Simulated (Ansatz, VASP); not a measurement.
## TePb in VASP and in Ansatz

```
Te Pb
1.0
     0.00000    3.30984    3.30984
     3.30984    0.00000    3.30984
     3.30984    3.30984    0.00000
Te Pb
1 1
Direct
  0.50000 0.50000 0.50000
  0.00000 0.00000 0.00000
```

Alike in both runs: task single point; functional PBE; k mesh 5 × 5 × 5; no spin polarisation.

|  | VASP | Ansatz |
| --- | --- | --- |
| version | VASP 6.6.1 | Ansatz 0.2.0 |
| potentials or method | VASP PAW PBE potentials, release 64 (Te, Pb_d), cutoff 520 eV | plane waves, PAW |
| occupations | gaussian, width 0.01 eV | fixed |
| valence electrons in the cell | 20 | 30 |

Ansatz gave:

```
pressure (GPa) : -0.8
```

What did VASP give for the same quantities?

Pressure (GPa): -0.9.

VASP's potentials hold 20 valence electrons a cell and Ansatz's 30, so a difference there can come from the potentials and not from the codes. Ansatz's warnings: stress scf threshold loose.

Neither program's run includes spin-orbit coupling.
